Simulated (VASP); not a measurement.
# Mo (P6_3/mmc) in VASP: a series of runs

The runs below take Mo through single point, relaxation of cell and atoms, with PBEsol.

Program: VASP 6.6.1. These are calculated values, not measurements. Logs are shortened: lines on timing, memory, paths and dates and some standing lists are left out, and cuts for length are marked.

### Step 1. The cell of the first run

Symmetry: P6_3/mmc, No. 194, hexagonal system. Conventional cell: a = 2.734 Å, b = 2.734 Å, c = 4.823 Å, α = 90.00°, β = 90.00°, γ = 120.00°. Mo (site symmetry -6m2) has 12 Mo at 2.73 to 2.88 Å within 3.6 Å.

This isn't the form of Mo at room conditions, which is bcc.

### Step 2. Single point, PBEsol (15.61 Å³/atom)

File INCAR:

```
ALGO     = Normal         # electronic algorithm
EDIFF    = 1E-6           # SCF threshold, eV
ENCUT    = 520            # plane-wave cutoff, eV
GGA      = PS             # functional
ISIF     = 2              # what is computed and relaxed
ISMEAR   = -1             # smearing method
LASPH    = True           # aspherical terms in the spheres
LCHARG   = False          # write CHGCAR
LREAL    = False          # projectors in reciprocal space
LWAVE    = False          # write WAVECAR
NBANDS   = 21             # bands
NELM     = 100            # most SCF steps
PREC     = Accurate       # precision mode
SIGMA    = 0.1            # smearing width, eV
```

File KPOINTS:

```
k-points
0
Gamma
  15 15 8
```

File POSCAR:

```
Mo
1.0
    2.7341859947      0.0000000000      0.0000000000
   -1.3670929973      2.3678745300      0.0000000000
    0.0000000000      0.0000000000      4.8229152106
Mo
2
Direct
    0.3333333333      0.6666666667      0.2500000000
    0.6666666667      0.3333333333      0.7500000000
```

Potentials or basis: VASP PAW PBE potentials, release 64 (Mo_sv).

Started as:

```
$ cat potpaw_PBE.64/Mo_sv/POTCAR > POTCAR
$ mpirun -np 1 vasp_std > vasp.out
```

OUTCAR:

```text
EDIFF = 1E-6
   ENCUT = 520
   GGA = PS
   ISIF = 2
   ISMEAR = -1
   LASPH = True
   LREAL = False
   NELM = 100
   PREC = Accurate

 ion  position               nearest neighbor table
   1  0.333  0.667  0.250-   2 2.88   2 2.88   2 2.88   2 2.88   2 2.88   2 2.88
   2  0.667  0.333  0.750-   1 2.88   1 2.88   1 2.88   1 2.88   1 2.88   1 2.88

  LATTYP: Found a hexagonal cell.
 ALAT       =     2.7341859947
 C/A-ratio  =     1.7639309176

  Lattice vectors:

 A1 = (   2.7341859947,   0.0000000000,   0.0000000000)
 A2 = (  -1.3670929973,   2.3678745300,   0.0000000000)
 A3 = (   0.0000000000,   0.0000000000,   4.8229152106)

Analysis of symmetry for initial positions (statically):
=====================================================================
 Subroutine PRICEL returns:
 Original cell was already a primitive cell.

 Routine SETGRP: Setting up the symmetry group for a
 hexagonal supercell.

 Subroutine GETGRP returns: Found 24 space group operations
 (whereof 12 operations were pure point group operations)
 out of a pool of 24 trial point group operations.

The static configuration has the point symmetry D_3d.
 The point group associated with its full space group is D_6h.

Analysis of symmetry for dynamics (positions and initial velocities):
=====================================================================
 Subroutine PRICEL returns:
 Original cell was already a primitive cell.

 Routine SETGRP: Setting up the symmetry group for a
 hexagonal supercell.

 Subroutine GETGRP returns: Found 24 space group operations
 (whereof 12 operations were pure point group operations)
 out of a pool of 24 trial point group operations.

The dynamic configuration has the point symmetry D_3d.
 The point group associated with its full space group is D_6h.

 Subroutine INISYM returns: Found 24 space group operations
 (whereof 12 operations are pure point group operations),
 and found     1 'primitive' translations

----------------------------------------------------------------------------------------

                                     Primitive cell

  volume of cell :      31.2246

  direct lattice vectors                    reciprocal lattice vectors
     2.734185995  0.000000000  0.000000000     0.365739566  0.211159837  0.000000000
    -1.367092997  2.367874530  0.000000000     0.000000000  0.422319674  0.000000000
     0.000000000  0.000000000  4.822915211     0.000000000  0.000000000  0.207343475
[... 79 lines left out ...]
   LNONCOLLINEAR =      F non collinear calculations
   LSORBIT =      F    spin-orbit coupling
   LASPH  =      T    aspherical Exc in radial PAW
   ENCUT  =  520.0 eV  38.22 Ry    6.18 a.u.   5.08  5.08  8.97*2*pi/ulx,y,z
   NELM   =    100;   NELMIN=  2; NELMDL= -5     # of ELM steps
   EDIFF  = 0.1E-05   stopping-criterion for ELM
   LREAL  =      F    real-space projection
   EDIFFG = 0.1E-04   stopping-criterion for IOM
   NSW    =      0    number of steps for IOM
   IBRION =     -1    ionic relax: 0-MD 1-quasi-New 2-CG
   NFREE  =      0    steps in history (QN), initial steepest desc. (CG)
   ISIF   =      2    stress and relaxation
   ISYM   =      2    0-nonsym 1-usesym 2-fastsym
   POTIM  = 0.5000    time-step for ionic-motion
   TEBEG  =    0.0;   TEEND  =   0.0 temperature during run
   PSTRESS=    0.0 pullay stress
   NELECT =      28.0000    total number of electrons
   NUPDOWN=      -1.0000    fix difference up-down
   EMIN   =  10.00;   EMAX   =-10.00  energy-range for DOS
   EFERMI =   0.00;   METHOD = LEGACY
   ISMEAR =    -1;   SIGMA  =   0.10  broadening in eV -4-tet -1-fermi 0-gaus
   EFERMI_NEDOS =   21; number of points for ismear=-14 and -15
   IALGO  =     38    algorithm
   IMIX   =      4    mixing-type and parameters
     AMIX     =   0.40;   BMIX     =  1.00
     AMIX_MAG =   1.60;   BMIX_MAG =  1.00
  volume/ion in A,a.u.               =      15.61       105.36
  Fermi-wavevector in a.u.,A,eV,Ry     =   1.578685  2.983281 33.909055  2.492245
  Thomas-Fermi vector in A             =   2.679178
   LORBIT       =      0    0 simple, 1 ext, 2 COOP (PROOUT), +10 PAW based schemes
   GGA     = PS    functional components
   LHFCALC =     F    Hartree Fock is set to
   AEXX    =    0.0000 exact exchange contribution
   IVDW    =     0    specifies the selected vdW correction
   LEPSILON=     F    determine dielectric tensor
   LRPA    =     F    only Hartree local field effects (RPA)
 non-spin polarized calculation
  energy-cutoff  :      520.00
  volume of cell :       31.22
 maximum number of plane-waves:       854
   NGX = 11   NGY = 11   NGZ = 17

 number of electron      28.0000000 magnetization

 Free energy of the ion-electron system (eV)
  ---------------------------------------------------
  ext. energy  EPLUGINS =         0.00000000
  ---------------------------------------------------
  free energy    TOTEN  =       -22.70380933 eV

  energy without entropy =      -22.62073609  energy(sigma->0) =      -22.66227271

 E-fermi :  12.1550     XC(G=0): -13.5146

 val. band max:       12.1548927520   @ k =   0.4000   0.1333   0.1250
 cond. band min:      12.1646671975   @ k =   0.4000   0.2000   0.0000
 fundamental gap:      0.0097744455
 Fermi energy:        12.1550158919

 k-point     1 :       0.0000    0.0000    0.0000
  band No.  band energies     occupation
      1     -48.5751      2.00000
      2     -48.3908      2.00000
      3     -23.2275      2.00000
      4     -22.0388      2.00000
      5     -21.8978      2.00000
      6     -21.8978      2.00000
[... 565 lines left out ...]
     20      21.0835      0.00000
     21      22.7525      0.00000

 [... further k-points ...]

------------------------ aborting loop because EDIFF is reached ----------------------------------------

  FORCE on cell =-STRESS in cart. coord.  units (eV):
  Direction    XX          YY          ZZ          XY          YZ          ZX
  --------------------------------------------------------------------------------------
  -------------------------------------------------------------------------------------
  Total        0.0995838      0.0995838      0.1200506      0.0000000      0.0000000     -0.0000000
  in kB        5.1097859      5.1097859      6.1599705      0.0000000      0.0000000     -0.0000000
  external PRESSURE =       5.4598474 kB  Pullay stress =       0.0000000 kB

 VOLUME and BASIS-vectors are now :
 -----------------------------------------------------------------------------
  energy-cutoff  :      520.00
  volume of cell :       31.22
      direct lattice vectors                 reciprocal lattice vectors
     2.734185995  0.000000000  0.000000000     0.365739566  0.211159837  0.000000000
    -1.367092997  2.367874530  0.000000000     0.000000000  0.422319674  0.000000000
     0.000000000  0.000000000  4.822915211     0.000000000  0.000000000  0.207343475

 POSITION                                       TOTAL-FORCE (eV/Angst)
 -----------------------------------------------------------------------------------
     -0.00000      1.57858      1.20573         0.000000      0.000000      0.000000
      1.36709      0.78929      3.61719        -0.000000      0.000000      0.000000
 -----------------------------------------------------------------------------------
    total drift:                                0.000000     -0.000000      0.000000

  FREE ENERGIE OF THE ION-ELECTRON SYSTEM (eV)
  ---------------------------------------------------
  free  energy   TOTEN  =       -22.7038093324 eV

  energy  without entropy=      -22.6207360883  energy(sigma->0) =      -22.66227271
```

stdout:

```text
POSCAR found type information on POSCAR Mo
 POSCAR found :  1 types and       2 ions
 scaLAPACK will be used
 -----------------------------------------------------------------------------
|                                                                             |
|                                                                             |
|     You enforced a specific xc type in the INCAR file but a different       |
|     I HOPE YOU KNOW WHAT YOU ARE DOING!                                     |
|                                                                             |
 -----------------------------------------------------------------------------

 LDA part: xc-table for (Slater+PW92), standard interpolation
 POSCAR, INCAR and KPOINTS ok, starting setup
 FFT: planning ... GRIDC
 FFT: planning ... GRID_SOFT
 FFT: planning ... GRID
 WAVECAR not read
 entering main loop
```

Run time: 87 s. Hardware: 1 thread of Intel Xeon 8259CL, shared host; peak memory 0.19 GiB.

Results:

```yaml
Free_energy: -22.7038 eV
Pressure: 0.5 GPa
Band_gap_on_the_k_mesh: zero (bands 14 and 15 overlap by 1.95 eV)
```

Caveat: the PAW data sets were made with another functional, which shifts forces and pressure a little.

### Step 3. Single point, PBEsol (16.24 Å³/atom)

This run uses another cell than the first one, of 16.24 Å³/atom.

File INCAR:

```
  PREC = Accurate
  ENCUT = 520
  EDIFF = 1E-7
  ISMEAR = -1
  SIGMA = 0.1
  LREAL = F
  LASPH = T
  NELM = 100
  ALGO = Normal
  ISIF = 2
  LWAVE = F
  LCHARG = F
  GGA = PS
  NBANDS = 21
```

File KPOINTS:

```
regular mesh
0
Gamma
  15 15 8
```

File POSCAR:

```
Mo
1.0
    2.7701662523      0.0000000000      0.0000000000
   -1.3850831261      2.3990343472      0.0000000000
    0.0000000000      0.0000000000      4.8863818994
Mo
2
Direct
    0.3333333333      0.6666666667      0.2500000000
    0.6666666667      0.3333333333      0.7500000000
```

Potentials or basis: VASP PAW PBE potentials, release 64 (Mo_sv).

Started as:

```
$ cat potpaw_PBE.64/Mo_sv/POTCAR > POTCAR
$ mpirun -np 1 vasp_std > vasp.out
```

Wall time 89 s (1 thread of Intel Xeon 8259CL, shared host); peak memory 0.2 GiB.

Results (log left out):

| Property | Result |
| --- | --- |
| Free energy | -22.6707 eV |
| Pressure | -8.9 GPa |
| Band gap on the k mesh | zero (bands 14 and 15 overlap by 1.82 eV) |

Stress tensor (GPa, compression positive):
```
-9.41  0.00  0.00
 0.00 -9.41  0.00
 0.00  0.00 -7.78
```

Levels at points of the mesh, in eV from the Fermi level:
| k point | band 12 | band 13 | band 14 | band 15 | band 16 | band 17 |
| --- | --- | --- | --- | --- | --- | --- |
| (0.00, 0.00, 0.00) | -0.62 | -0.62 | -0.12 | -0.12 | 0.65 | 1.40 |
| (0.00, 0.00, 0.50) | -1.81 | -0.59 | -0.59 | -0.59 | -0.59 | 2.69 |

Caveat: the cell stands under tension; the PAW data sets were made with another functional, which shifts forces and pressure a little.

### Step 4. Single point, PBEsol (16.86 Å³/atom)

This run uses another cell than the first one, of 16.86 Å³/atom.

File INCAR:

```
PREC = Accurate ; ENCUT = 520
EDIFF = 1E-7 ; ISMEAR = -1
SIGMA = 0.1 ; LREAL = F
LASPH = T ; NELM = 80
ALGO = Normal ; ISIF = 2
LWAVE = F ; LCHARG = T
GGA = PS ; LELF = T
LVHAR = T ; NBANDS = 21
```

KPOINTS is that of step 3.

File POSCAR:

```
Mo
1.0
    2.8052353708      0.0000000000      0.0000000000
   -1.4026176854      2.4294050947      0.0000000000
    0.0000000000      0.0000000000      4.9482414018
Mo
2
Direct
    0.3333333333      0.6666666667      0.2500000000
    0.6666666667      0.3333333333      0.7500000000
```

Started as:

```
$ cat potpaw_PBE.64/Mo_sv/POTCAR > POTCAR
$ mpirun -np 1 vasp_std > vasp.out
```

Wall time 1.9 min (1 thread of Intel Xeon 8259CL, shared host); peak memory 0.21 GiB.

The run converged. Its results:

```yaml
Free_energy: -22.5713 eV
Pressure: -16.5 GPa
Band_gap_on_the_k_mesh: zero (bands 14 and 15 overlap by 1.72 eV)
```

Stress tensor (GPa, compression positive):
```
-17.48   0.00   0.00
  0.00 -17.48   0.00
  0.00   0.00 -14.63
```

Levels at points of the mesh, in eV from the Fermi level:
| k point | band 10 | band 11 | band 12 | band 13 | band 14 | band 15 | band 16 | band 17 | band 18 | band 19 |
| --- | --- | --- | --- | --- | --- | --- | --- | --- | --- | --- |
| (0.00, 0.00, 0.00) | -4.51 | -1.51 | -0.57 | -0.57 | -0.10 | -0.10 | 0.56 | 1.34 | 1.34 | 3.18 |
| (0.00, 0.00, 0.50) | -5.05 | -1.74 | -1.74 | -0.55 | -0.55 | -0.55 | -0.55 | 2.56 | 2.56 | 2.56 |

Caveat: the cell stands under tension; the PAW data sets were made with another functional, which shifts forces and pressure a little.

### Step 5. Single point, PBEsol (17.49 Å³/atom)

This run uses another cell than the first one, of 17.49 Å³/atom.

File INCAR:

```
SYSTEM = Mo
PREC = Accurate
ENCUT = 520
EDIFF = 1E-6
ISMEAR = -1
SIGMA = 0.1
LREAL = .FALSE.
LASPH = .TRUE.
NELM = 60
ALGO = Normal
ISIF = 2
LWAVE = .FALSE.
LCHARG = .FALSE.
GGA = PS
NBANDS = 21
```

File KPOINTS:

```
Automatic mesh
0
G
  15 15 8
  0 0 0
```

File POSCAR:

```
Mo
1.0
    2.8394489301      0.0000000000      0.0000000000
   -1.4197244651      2.4590349062      0.0000000000
    0.0000000000      0.0000000000      5.0085917569
Mo
2
Direct
    0.3333333333      0.6666666667      0.2500000000
    0.6666666667      0.3333333333      0.7500000000
```

Started as:

```
$ cat potpaw_PBE.64/Mo_sv/POTCAR > POTCAR
$ mpirun -np 1 vasp_std > vasp.out
```

Wall time 2 min (1 thread of Intel Xeon 8259CL, shared host); peak memory 0.21 GiB.

It converged, with:

* Free energy: -22.4180 eV
* Pressure: -22.7 GPa
* Band gap on the k mesh: zero (bands 14 and 15 overlap by 1.64 eV)

Stress tensor (GPa, compression positive):
```
-24.02   0.00   0.00
  0.00 -24.02   0.00
  0.00   0.00 -20.20
```

Levels at points of the mesh, in eV from the Fermi level:
```tsv
k point	band 11	band 12	band 13	band 14	band 15	band 16	band 17	band 18
(0.00, 0.00, 0.00)	-1.43	-0.53	-0.53	-0.08	-0.08	0.49	1.28	1.28
(0.00, 0.00, 0.50)	-1.67	-1.67	-0.51	-0.51	-0.51	-0.51	2.43	2.43
```

Caveat: the cell stands under tension; the PAW data sets were made with another functional, which shifts forces and pressure a little.

### Step 6. Relaxation of cell and atoms, PBEsol

This run uses another cell than the first one, of the same volume but with other edges.

File INCAR:

```
SYSTEM = Mo
ALGO = Normal
EDIFF = 1E-6
EDIFFG = -0.01
ENCUT = 600
GGA = PS
IBRION = 2
ISIF = 3
ISMEAR = -1
LASPH = .TRUE.
LCHARG = .FALSE.
LREAL = .FALSE.
LWAVE = .FALSE.
NELM = 100
NSW = 80
PREC = Accurate
SIGMA = 0.1
```

File KPOINTS:

```
k-points
0
G
  13 13 7
  0 0 0
```

File POSCAR:

```
Mo
1.0
    2.8039216218      0.0000000000      0.0000000000
   -1.4019608109      2.4282673547      0.0000000000
    0.0000000000      0.0000000000      4.5788040084
Mo
2
Direct
    0.3333333333      0.6666666667      0.2500000000
    0.6666666667      0.3333333333      0.7500000000
```

Potentials or basis: VASP PAW PBE potentials, release 64 (Mo_sv).

Started as:

```
$ cat potpaw_PBE.64/Mo_sv/POTCAR > POTCAR
$ mpirun -np 1 vasp_std > vasp.out
```

It took 9.8 min on 1 thread of Intel Xeon 8259CL, shared host; peak memory 0.2 GiB.

The run converged. Its results:

```
Free energy                           : -22.6989 eV
Relaxed volume                        : 15.63 Å³/atom
Relaxed cell                          : a = 2.736 Å, b = 2.736 Å, c = 4.825 Å, α = 90.00°, β = 90.00°, γ = 120.00°
Space group after relaxing (to 0.1 Å) : P6_3/mmc (No. 194)
Energy gained by relaxing             : 21.3 meV/atom
Ionic steps                           : 18
Pressure after relaxing               : 0.1 GPa
Band gap on the k mesh                : zero (bands 14 and 15 overlap by 1.75 eV)
```

Step by step:
```tsv
step	energy change (eV)	largest force (eV/Å)	pressure (GPa)	volume (Å³)
1	0.0000	0.0000	-0.65	31.18
2	-0.0121	0.0000	2.07	30.89
3	0.0042	0.0000	11.89	29.99
4	-0.0188	0.0000	4.52	30.64
5	-0.0195	0.0000	6.66	30.44
6	-0.0199	0.0000	5.96	30.50
7	-0.0216	0.0000	6.00	30.51
8	-0.0256	0.0000	6.11	30.51
9	-0.0277	0.0000	6.52	30.53
10	-0.0323	0.0000	5.38	30.65
11	-0.0409	0.0000	2.09	31.04
12	-0.0352	0.0000	-4.00	31.81
13	-0.0423	0.0000	0.10	31.28
14	-0.0423	0.0000	0.23	31.27
15	-0.0424	0.0000	0.21	31.27
16	-0.0425	0.0000	0.16	31.27
17	-0.0426	0.0000	0.04	31.27
18	-0.0426	0.0000	0.06	31.27
```

Final structure:
```
CELL_PARAMETERS angstrom
2.73551 0.00000 0.00000
-1.36775 2.36902 0.00000
0.00000 0.00000 4.82483
ATOMIC_POSITIONS crystal
Mo 0.33333 0.66667 0.25000
Mo 0.66667 0.33333 0.75000
```

Levels at points of the mesh, in eV from the Fermi level:
| k point | band 11 | band 12 | band 13 | band 14 | band 15 | band 16 | band 17 | band 18 |
| --- | --- | --- | --- | --- | --- | --- | --- | --- |
| (0.00, 0.00, 0.00) | -1.71 | -0.69 | -0.69 | -0.15 | -0.15 | 0.74 | 1.45 | 1.45 |

Caveat: the PAW data sets were made with another functional, which shifts forces and pressure a little.

### Step 7. Single point, PBEsol

File INCAR:

```
ALGO = Normal ; EDIFF = 1E-6
ENCUT = 520 ; GGA = PS
ISIF = 2 ; ISMEAR = -1
LASPH = T ; LCHARG = F
LREAL = F ; LWAVE = F
NBANDS = 21 ; NELM = 60
PREC = Accurate ; SIGMA = 0.1
```

File KPOINTS:

```
k-points
0
Gamma
  22 22 11
```

File POSCAR:

```
Mo
1.0
    2.7341859947      0.0000000000      0.0000000000
   -1.3670929973      2.3678745300      0.0000000000
    0.0000000000      0.0000000000      4.8229152106
Mo
2
Direct
    0.3333333333      0.6666666667      0.2500000000
    0.6666666667      0.3333333333      0.7500000000
```

Started as:

```
$ cat potpaw_PBE.64/Mo_sv/POTCAR > POTCAR
$ mpirun -np 1 vasp_std > vasp.out
```

Wall time 3.2 min (1 thread of Intel Xeon 8259CL, shared host); peak memory 0.27 GiB.

The run converged. Its results:

```yaml
Free_energy: -22.7013 eV
Pressure: 0.6 GPa
Band_gap_on_the_k_mesh: zero (bands 14 and 15 overlap by 2.08 eV)
```

Stress tensor (GPa, compression positive):
```
0.49 0.00 0.00
0.00 0.49 0.00
0.00 0.00 0.73
```

Levels at points of the mesh, in eV from the Fermi level:
```csv
k point,band 11,band 12,band 13,band 14,band 15,band 16,band 17,band 18
"(0.00, 0.00, 0.00)",-1.71,-0.69,-0.69,-0.15,-0.15,0.74,1.45,1.45
"(0.50, 0.00, 0.00)",-4.21,-1.17,-0.48,-0.28,-0.20,3.87,4.63,4.90
```

Caveat: the PAW data sets were made with another functional, which shifts forces and pressure a little.

### Step 8. The runs side by side

| task | cell | k mesh | cutoff (eV) | gap on the mesh (eV) | pressure (GPa) |
| --- | --- | --- | --- | --- | --- |
| single point | a = 2.734, b = 2.734, c = 4.823 Å, angles 90.0, 90.0, 120.0°, 2 atoms | 15 × 15 × 8 | 520 | none | 0.5 |
| single point | a = 2.770, b = 2.770, c = 4.886 Å, angles 90.0, 90.0, 120.0°, 2 atoms | 15 × 15 × 8 | 520 | none | -8.9 |
| single point | a = 2.805, b = 2.805, c = 4.948 Å, angles 90.0, 90.0, 120.0°, 2 atoms | 15 × 15 × 8 | 520 | none | -16.5 |
| single point | a = 2.839, b = 2.839, c = 5.009 Å, angles 90.0, 90.0, 120.0°, 2 atoms | 15 × 15 × 8 | 520 | none | -22.7 |
| relaxation of cell and atoms | relaxed from a = 2.804, b = 2.804, c = 4.579 Å, angles 90.0, 90.0, 120.0°, 2 atoms | 13 × 13 × 7 | 600 | none | 0.1 |
| single point | a = 2.734, b = 2.734, c = 4.823 Å, angles 90.0, 90.0, 120.0°, 2 atoms | 22 × 22 × 11 | 520 | none | 0.6 |

Alike in all rows: level PBEsol; potentials or basis VASP PAW PBE potentials, release 64 (Mo_sv); no spin polarisation; smearing fermi-dirac 0.1 eV.

Caveats: the PAW data sets were made with another functional, which shifts forces and pressure a little; the cell stands under tension (at least some runs).

Total energies depend on the potentials used, so only differences within one code and one set of settings carry meaning.
